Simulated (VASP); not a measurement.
Set up this calculation in VASP 6.6.1, as the native input.

```yaml
Task: single point
Functional: PBE
Potentials_or_basis: VASP PAW PBE potentials, release 64 (Hf_pv, Nb_sv, N)
Cutoff: 520 eV
k_mesh: 12 × 12 × 8
Occupations: gaussian, width 0.1 eV
Spin: no spin polarisation
Dipole_correction: no
Further_INCAR_settings: ALGO = Normal; EDIFF = 1e-06; NBANDS = 30
```

The structure of Hf2NbN2 lies in POSCAR:

```
Hf2NbN2
1.0
    5.0790149244      0.0000000000      0.0000000000
   -2.5395074622      4.3985559507      0.0000000000
    0.0000000000      0.0000000000      5.3512915796
Hf Nb N
2 1 2
Direct
    0.3333333333      0.6666666667      0.0000000000
    0.6666666667      0.3333333333      0.0000000000
    0.0000000000      0.0000000000      0.0000000000
    0.0000000000      0.0000000000      0.6083207989
    0.0000000000      0.0000000000      0.3916792011
```

The cell was built from a structure type or drawn by symmetry, and may not be a known phase.

One way to write it, as run:

INCAR

```
SYSTEM = Hf2NbN2
  PREC = Accurate
  ENCUT = 520
  EDIFF = 1E-6
  ISMEAR = 0
  SIGMA = 0.1
  LREAL = .FALSE.
  LASPH = .TRUE.
  NELM = 60
  ALGO = Normal
  ISIF = 2
  LWAVE = .FALSE.
  LCHARG = .FALSE.
  GGA = PE
  NBANDS = 30
```

KPOINTS

```
regular mesh
0
G
  12 12 8
  0 0 0
```

Potentials or basis: VASP PAW PBE potentials, release 64 (Hf_pv, Nb_sv, N).

Command:

```bash
$ cat potpaw_PBE.64/Hf_pv/POTCAR potpaw_PBE.64/Nb_sv/POTCAR potpaw_PBE.64/N/POTCAR > POTCAR
$ mpirun -np 1 vasp_std > vasp.out
```

Results of the run:

* Pressure: 0.0 GPa
* Largest force: 0.722 eV/Å
* Band gap on the k mesh: zero (an odd number of electrons rules out a gap without spin polarisation)

Caveat: the standard files for N, O and F lose accuracy on very short bonds; spin-orbit coupling is left out, which moves the levels of the heavy elements.

Wall time 8.6 min on 1 thread of Intel Xeon 8259CL, with other jobs on the host, peak memory 0.48 GiB.
